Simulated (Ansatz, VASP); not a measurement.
**One calculation of AlO, two programs**

File INCAR:

```
PREC     = Accurate       # precision mode
ENCUT    = 520            # plane-wave cutoff, eV
EDIFF    = 1E-6           # SCF threshold, eV
ISMEAR   = 0              # smearing method
SIGMA    = 0.1            # smearing width, eV
LREAL    = False          # projectors in reciprocal space
LASPH    = True           # aspherical terms in the spheres
NELM     = 150            # most SCF steps
ALGO     = Normal         # electronic algorithm
ISIF     = 2              # what is computed and relaxed
LWAVE    = False          # write WAVECAR
LCHARG   = True           # write CHGCAR
ISPIN    = 2              # spin polarisation
MAGMOM   = 0 0 0 1 1 1    # initial moments
LORBIT   = 11             # projections on sites
GGA      = PE             # functional
LELF     = True           # ELF
LVHAR    = True         
NBANDS   = 26             # bands
```

KPOINTS

```
Automatic mesh
0
Gamma
  4 4 4
```

The input POSCAR:

```
AlO
1.0
    5.4871625700      0.0000000000      0.0000000000
    0.0000000000      5.4871625700      0.0000000000
    0.0000000000      0.0000000000      5.4871625700
Al O
3 3
Direct
    0.5000000000      0.0000000000      0.0000000000
    0.0000000000      0.5000000000      0.0000000000
    0.0000000000      0.0000000000      0.5000000000
    0.0000000000      0.5000000000      0.5000000000
    0.5000000000      0.0000000000      0.5000000000
    0.5000000000      0.5000000000      0.0000000000
```

Input for Ansatz:

```yaml
crystal:
  lattice:
    - [5.48716257, 0.0, 0.0]
    - [0.0, 5.48716257, 0.0]
    - [0.0, 0.0, 5.48716257]
  atoms:
    - { symbol: Al, position: [0.5, 0.0, 0.0] }
    - { symbol: Al, position: [0.0, 0.5, 0.0] }
    - { symbol: Al, position: [0.0, 0.0, 0.5] }
    - { symbol: O, position: [0.0, 0.5, 0.5], spin: 1.0 }
    - { symbol: O, position: [0.5, 0.0, 0.5], spin: 1.0 }
    - { symbol: O, position: [0.5, 0.5, 0.0], spin: 1.0 }
basis:
  ecutwfc: 420
kpoints:
  mp_grid: { grid: [4, 4, 4] }
hamiltonian:
  xc: pbe
scf:
  occupations: { method: gaussian, width: 0.1 }
  lower_state_search: "off"
output:
  forces: true
  stress: true
  eigenvalues: true
  populations: true
magnetization:
  spin_polarized: true
```

Alike in both runs: task single point; functional PBE; k mesh 4 × 4 × 4; occupations gaussian, width 0.1 eV; collinear spin.

|  | VASP | Ansatz |
| --- | --- | --- |
| version | VASP 6.6.1 | Ansatz 0.2.0 |
| potentials or method | VASP PAW PBE potentials, release 64 (Al, O), cutoff 520 eV | scalar-relativistic, plane waves, PAW |
| valence electrons in the cell | 27 | 27 |

|  | VASP | Ansatz | Ansatz less VASP |
| --- | --- | --- | --- |
| gap on the k mesh at the Fermi level (eV) | none | none | - |
| pressure (GPa) | -14.8 | -14.8 | +0.03 |
| net moment per atom (μB) | 0.27 | 0.27 | -0.002 |
| size of the moment on the site where the two differ most (μB) | 0.42 | 0.50 | +0.084 |

Site moments also hang on the region over which each program counts them. A gap of «none» marks a metal or a gap that the smearing closes. With one functional, cell and mesh, what is left measures potentials, basis and numerics.
